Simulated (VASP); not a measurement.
# SnO in VASP: further runs

The runs below take SnO through single point, with PBE, LDA.

Everything below comes from runs of VASP 6.6.1. Logs are shortened: lines on timing, memory, paths and dates and some standing lists are left out, and cuts for length are marked.

## (1) The cell of the first run

The typed cell holds 4 atoms: a = 3.355 Å, b = 5.674 Å, c = 4.222 Å, α = 90.00°, β = 90.00°, γ = 90.00°.

## (2) Single point, PBE (atoms moved at random)

Input file INCAR:

```
PREC     = Accurate       # precision mode
ENCUT    = 520            # plane-wave cutoff, eV
EDIFF    = 1E-6           # SCF threshold, eV
ISMEAR   = -1             # smearing method
SIGMA    = 0.05           # smearing width, eV
LREAL    = False          # projectors in reciprocal space
LASPH    = True           # aspherical terms in the spheres
NELM     = 100            # most SCF steps
ALGO     = Normal         # electronic algorithm
ISIF     = 2              # what is computed and relaxed
LWAVE    = False          # write WAVECAR
LCHARG   = False          # write CHGCAR
GGA      = PE             # functional
NBANDS   = 28             # bands
```

Input file KPOINTS:

```
regular mesh
0
Gamma
  8 5 6
```

Input file POSCAR:

```
SnO
1.0
    3.3550050000      0.0000000000      0.0000000000
    0.0000000000      5.6741040000      0.0000000000
    0.0000000000      0.0000000000      4.2219700000
Sn O
2 2
Direct
    0.5159740000      0.7669460000      0.0043230000
   -0.0051070000      0.2307120000      0.5173610000
    0.5053840000      0.1088610000      0.2484950000
   -0.0085370000      0.8883400000      0.7446170000
```

Potentials or basis: VASP PAW PBE potentials, release 64 (Sn_d, O).

Command:

```sh
cat potpaw_PBE.64/Sn_d/POTCAR potpaw_PBE.64/O/POTCAR > POTCAR
mpirun -np 1 vasp_std > vasp.out
```

OUTCAR:

```text
PREC = Accurate
   ENCUT = 520
   EDIFF = 1E-6
   ISMEAR = -1
   LREAL = False
   LASPH = True
   NELM = 100
   ISIF = 2
   GGA = PE

 ion  position               nearest neighbor table
   1  0.516  0.767  0.004-   4 2.05   4 2.18   3 2.20   2 3.71
   2  0.995  0.231  0.517-   3 2.11   4 2.17   3 2.17   1 3.71
   3  0.505  0.109  0.248-   2 2.11   2 2.17   1 2.20
   4  0.991  0.888  0.745-   1 2.05   2 2.17   1 2.18

  LATTYP: Found a simple orthorhombic cell.
 ALAT       =     3.3550050000
 B/A-ratio  =     1.2584094510
 C/A-ratio  =     1.6912356315

  Lattice vectors:

 A1 = (  -3.3550050000,   0.0000000000,   0.0000000000)
 A2 = (   0.0000000000,   0.0000000000,   4.2219700000)
 A3 = (   0.0000000000,   5.6741040000,   0.0000000000)

Analysis of symmetry for initial positions (statically):
=====================================================================
 Subroutine PRICEL returns:
 Original cell was already a primitive cell.

 Routine SETGRP: Setting up the symmetry group for a
 simple orthorhombic supercell.

 Subroutine GETGRP returns: Found  1 space group operations
 (whereof  1 operations were pure point group operations)
 out of a pool of  8 trial point group operations.

The static configuration has the point symmetry C_1 .

Analysis of symmetry for dynamics (positions and initial velocities):
=====================================================================
 Subroutine PRICEL returns:
 Original cell was already a primitive cell.

 Routine SETGRP: Setting up the symmetry group for a
 simple orthorhombic supercell.

 Subroutine GETGRP returns: Found  1 space group operations
 (whereof  1 operations were pure point group operations)
 out of a pool of  8 trial point group operations.

The dynamic configuration has the point symmetry C_1 .

 Subroutine INISYM returns: Found  1 space group operations
 (whereof  1 operations are pure point group operations),
 and found     1 'primitive' translations

----------------------------------------------------------------------------------------

                                     Primitive cell

  volume of cell :      80.3722

  direct lattice vectors                    reciprocal lattice vectors
     3.355005000  0.000000000  0.000000000     0.298062149  0.000000000  0.000000000
     0.000000000  5.674104000  0.000000000     0.000000000  0.176239279  0.000000000
     0.000000000  0.000000000  4.221970000     0.000000000  0.000000000  0.236856254

  length of vectors
     3.355005000  5.674104000  4.221970000     0.298062149  0.176239279  0.236856254

  position of ions in fractional coordinates (direct lattice)
     0.515974000  0.766946000  0.004323000
     0.994893000  0.230712000  0.517361000
     0.505384000  0.108861000  0.248495000
     0.991463000  0.888340000  0.744617000

  ion indices of the primitive-cell ions
   primitive index   ion index
                 1           1
                 2           2
                 3           3
                 4           4

----------------------------------------------------------------------------------------

 KPOINTS: regular mesh

Automatic generation of k-mesh.
 Grid dimensions read from file:
 generate k-points for:    8    5    6

 Generating k-lattice:

  Cartesian coordinates                     Fractional coordinates (reciprocal lattice)
     0.037257769  0.000000000  0.000000000     0.125000000  0.000000000  0.000000000
     0.000000000  0.035247856  0.000000000     0.000000000  0.200000000  0.000000000
     0.000000000  0.000000000  0.039476042     0.000000000  0.000000000  0.166666667

  Length of vectors
     0.037257769  0.035247856  0.039476042

  Shift w.r.t. Gamma in fractional coordinates (k-lattice)
     0.000000000  0.000000000  0.000000000

 Subroutine IBZKPT returns following result:
 ===========================================

 Found    122 irreducible k-points:

 Following reciprocal coordinates:
            Coordinates               Weight
  0.000000  0.000000  0.000000      1.000000
  0.125000  0.000000  0.000000      2.000000
  0.250000  0.000000  0.000000      2.000000
  0.375000  0.000000  0.000000      2.000000
  0.500000  0.000000  0.000000      1.000000
  0.000000  0.200000  0.000000      2.000000
[... 16 lines left out ...]
  0.125000  0.000000  0.166667      2.000000
  0.125000  0.000000 -0.166667      2.000000
 [... further k-points ...]
   k-points           NKPTS =    122   k-points in BZ     NKDIM =    122   number of bands    NBANDS=     28
   number of dos      NEDOS =    301   number of ions     NIONS =      4
   total plane-waves  NPLWV =  37632
   dimension x,y,z NGX =    28 NGY =   42 NGZ =   32
   dimension x,y,z NGXF=    56 NGYF=   84 NGZF=   64
   ions per type =               2   2
   NGX,Y,Z   is equivalent  to a cutoff of  13.87, 12.31, 12.60 a.u.
   NGXF,Y,Z  is equivalent  to a cutoff of  27.75, 24.61, 25.20 a.u.
 SYSTEM =  unknown system
   PREC   = accura    normal or accurate (medium, high low for compatibility)
   ISTART =      0    job   : 0-new  1-cont  2-samecut
   ICHARG =      2    charge: 1-file 2-atom 10-const
   ISPIN  =      1    spin polarized calculation?
   LNONCOLLINEAR =      F non collinear calculations
   LSORBIT =      F    spin-orbit coupling
   LASPH  =      T    aspherical Exc in radial PAW
   ENCUT  =  520.0 eV  38.22 Ry    6.18 a.u.   6.24 10.55  7.85*2*pi/ulx,y,z
   NELM   =    100;   NELMIN=  2; NELMDL= -5     # of ELM steps
   EDIFF  = 0.1E-05   stopping-criterion for ELM
   LREAL  =      F    real-space projection
   EDIFFG = 0.1E-04   stopping-criterion for IOM
   NSW    =      0    number of steps for IOM
   IBRION =     -1    ionic relax: 0-MD 1-quasi-New 2-CG
   NFREE  =      0    steps in history (QN), initial steepest desc. (CG)
   ISIF   =      2    stress and relaxation
   ISYM   =      2    0-nonsym 1-usesym 2-fastsym
   POTIM  = 0.5000    time-step for ionic-motion
   TEBEG  =    0.0;   TEEND  =   0.0 temperature during run
   PSTRESS=    0.0 pullay stress
   NELECT =      40.0000    total number of electrons
   NUPDOWN=      -1.0000    fix difference up-down
   EMIN   =  10.00;   EMAX   =-10.00  energy-range for DOS
   EFERMI =   0.00;   METHOD = LEGACY
   ISMEAR =    -1;   SIGMA  =   0.05  broadening in eV -4-tet -1-fermi 0-gaus
   EFERMI_NEDOS =   21; number of points for ismear=-14 and -15
   IALGO  =     38    algorithm
   IMIX   =      4    mixing-type and parameters
     AMIX     =   0.40;   BMIX     =  1.00
     AMIX_MAG =   1.60;   BMIX_MAG =  1.00
  volume/ion in A,a.u.               =      20.09       135.59
  Fermi-wavevector in a.u.,A,eV,Ry     =   1.297357  2.451650 22.900458  1.683136
  Thomas-Fermi vector in A             =   2.428755
   LORBIT       =      0    0 simple, 1 ext, 2 COOP (PROOUT), +10 PAW based schemes
   GGA     = PE    functional components
   LHFCALC =     F    Hartree Fock is set to
   AEXX    =    0.0000 exact exchange contribution
   IVDW    =     0    specifies the selected vdW correction
   LEPSILON=     F    determine dielectric tensor
   LRPA    =     F    only Hartree local field effects (RPA)
 non-spin polarized calculation
  energy-cutoff  :      520.00
  volume of cell :       80.37
 maximum number of plane-waves:      2186
 NGX is ok and might be reduce to    28
   NGX = 13   NGY = 21   NGZ = 15

 number of electron      39.9999996 magnetization

 Free energy of the ion-electron system (eV)
  ---------------------------------------------------
  ext. energy  EPLUGINS =         0.00000000
  ---------------------------------------------------
  free energy    TOTEN  =       -22.38690326 eV

  energy without entropy =      -22.38690325  energy(sigma->0) =      -22.38690325

 E-fermi :   5.6726     XC(G=0):  -9.5256

 val. band max:        4.9219183082   @ k =   0.0000   0.0000   0.0000
 cond. band min:       6.4372553650   @ k =   0.3750  -0.4000   0.0000
 fundamental gap:      1.5153370568
 Fermi energy:         5.6726333482

 k-point     1 :       0.0000    0.0000    0.0000
  band No.  band energies     occupation
      1     -16.3910      2.00000
      2     -16.0542      2.00000
      3     -15.9390      2.00000
      4     -15.9319      2.00000
      5     -15.9006      2.00000
      6     -15.8602      2.00000
[... 20 lines left out ...]
     27      13.6017      0.00000
     28      14.2423      0.00000

 k-point     2 :       0.1250    0.0000    0.0000
  band No.  band energies     occupation
      1     -16.3862      2.00000
      2     -16.0543      2.00000
      3     -15.9580      2.00000
      4     -15.9304      2.00000
      5     -15.9082      2.00000
      6     -15.8621      2.00000
[... 20 lines left out ...]
     27      13.5413      0.00000
     28      14.3913      0.00000

 k-point     3 :       0.2500    0.0000    0.0000
  band No.  band energies     occupation
      1     -16.3857      2.00000
      2     -16.1447      2.00000
      3     -15.9335      2.00000
      4     -15.9220      2.00000
      5     -15.9057      2.00000
      6     -15.8688      2.00000
[... 20 lines left out ...]
     27      13.1374      0.00000
     28      14.5079      0.00000

 k-point     4 :       0.3750    0.0000    0.0000
  band No.  band energies     occupation
      1     -16.3972      2.00000
      2     -16.2560      2.00000
      3     -15.9193      2.00000
      4     -15.9037      2.00000
      5     -15.8876      2.00000
      6     -15.8762      2.00000
[... 20 lines left out ...]
     27      13.1694      0.00000
     28      14.6018      0.00000

 k-point     5 :       0.5000    0.0000    0.0000
  band No.  band energies     occupation
      1     -16.4029      2.00000
      2     -16.3026      2.00000
      3     -15.9144      2.00000
      4     -15.9054      2.00000
      5     -15.8833      2.00000
      6     -15.8763      2.00000
[... 20 lines left out ...]
     27      14.0803      0.00000
     28      14.1892      0.00000

 k-point     6 :       0.0000    0.2000    0.0000
  band No.  band energies     occupation
      1     -16.3885      2.00000
      2     -16.0557      2.00000
      3     -15.9368      2.00000
      4     -15.9313      2.00000
      5     -15.9012      2.00000
      6     -15.8607      2.00000
[... 463 lines left out ...]
      5     -15.8813      2.00000
      6     -15.8743      2.00000
[... 20 lines left out ...]
     27      13.3866      0.00000
     28      13.5587      0.00000

 k-point    22 :       0.0000    0.0000    0.1667
  band No.  band energies     occupation
      1     -16.3756      2.00000
      2     -16.0808      2.00000
      3     -15.9345      2.00000
      4     -15.9310      2.00000
      5     -15.9029      2.00000
      6     -15.8686      2.00000
[... 20 lines left out ...]
     27      14.0477      0.00000
     28      14.9760      0.00000

 k-point    23 :       0.1250    0.0000    0.1667
  band No.  band energies     occupation
      1     -16.3743      2.00000
      2     -16.0846      2.00000
      3     -15.9540      2.00000
      4     -15.9267      2.00000
      5     -15.9092      2.00000
      6     -15.8667      2.00000
[... 20 lines left out ...]
     27      14.1594      0.00000
     28      15.2900      0.00000

 k-point    24 :       0.1250    0.0000   -0.1667
  band No.  band energies     occupation
      1     -16.3710      2.00000
      2     -16.0886      2.00000
      3     -15.9518      2.00000
      4     -15.9278      2.00000
      5     -15.9096      2.00000
      6     -15.8713      2.00000
[... 20 lines left out ...]
     27      14.0976      0.00000
     28      15.2718      0.00000

 [... further k-points ...]
[... 5 lines left out ...]
  --------------------------------------------------------------------------------------
  -------------------------------------------------------------------------------------
  Total        1.2506366      0.4307788      0.9439790      0.5192748     -0.5683500     -0.3677905
  in kB       24.9307931      8.5873524     18.8177328     10.3514749    -11.3297628     -7.3317131
  external PRESSURE =      17.4452928 kB  Pullay stress =       0.0000000 kB

 VOLUME and BASIS-vectors are now :
 -----------------------------------------------------------------------------
  energy-cutoff  :      520.00
  volume of cell :       80.37
      direct lattice vectors                 reciprocal lattice vectors
     3.355005000  0.000000000  0.000000000     0.298062149  0.000000000  0.000000000
     0.000000000  5.674104000  0.000000000     0.000000000  0.176239279  0.000000000
     0.000000000  0.000000000  4.221970000     0.000000000  0.000000000  0.236856254

 POSITION                                       TOTAL-FORCE (eV/Angst)
 -----------------------------------------------------------------------------------
      1.73110      4.35173      0.01825        -0.619305     -0.215465      0.666497
      3.33787      1.30908      2.18428         0.213744      0.102044      0.103835
      1.69557      0.61769      1.04914        -0.244249     -0.348956     -0.298901
      3.32636      5.04053      3.14375         0.649809      0.462377     -0.471430
 -----------------------------------------------------------------------------------
    total drift:                                0.000096     -0.000568     -0.000014

  FREE ENERGIE OF THE ION-ELECTRON SYSTEM (eV)
  ---------------------------------------------------
  free  energy   TOTEN  =       -22.3869032599 eV

  energy  without entropy=      -22.3869032471  energy(sigma->0) =      -22.38690325
```

It took 2.7 min on 1 thread of Intel Xeon 6975P-C, shared host; peak memory 0.34 GiB.

What came out:

- Free energy: -22.3869 eV
- Pressure: 1.7 GPa
- Largest force: 0.935 eV/Å
- Band gap on the k mesh: 1.52 eV, indirect (least direct gap 2.11 eV)

Forces on the atoms (eV/Å):
```
Sn  -0.619 -0.215  0.666
Sn   0.214  0.102  0.104
O   -0.244 -0.349 -0.299
O    0.650  0.462 -0.471
```

Levels at points of the mesh, in eV from the valence-band top:
| k point | band 17 | band 18 | band 19 | band 20 | band 21 | band 22 | band 23 | band 24 |
| --- | --- | --- | --- | --- | --- | --- | --- | --- |
| (0.00, 0.00, 0.00) | -3.53 | -2.84 | -2.16 | 0.00 | 2.57 | 3.08 | 5.66 | 5.89 |
| (0.50, 0.00, 0.00) | -2.76 | -2.58 | -1.33 | -1.20 | 2.62 | 2.78 | 5.28 | 5.43 |
| (0.00, 0.00, 0.50) | -3.42 | -3.27 | -1.69 | -1.64 | 2.53 | 2.63 | 5.03 | 5.18 |
| (0.50, 0.00, 0.50) | -3.25 | -3.09 | -1.14 | -1.06 | 2.00 | 2.14 | 4.64 | 4.77 |

Caveat: the cell differs from its parent crystal (atoms moved at random); spin-orbit coupling is left out, which moves the levels of the heavy elements.

[end of part 1 of 2]
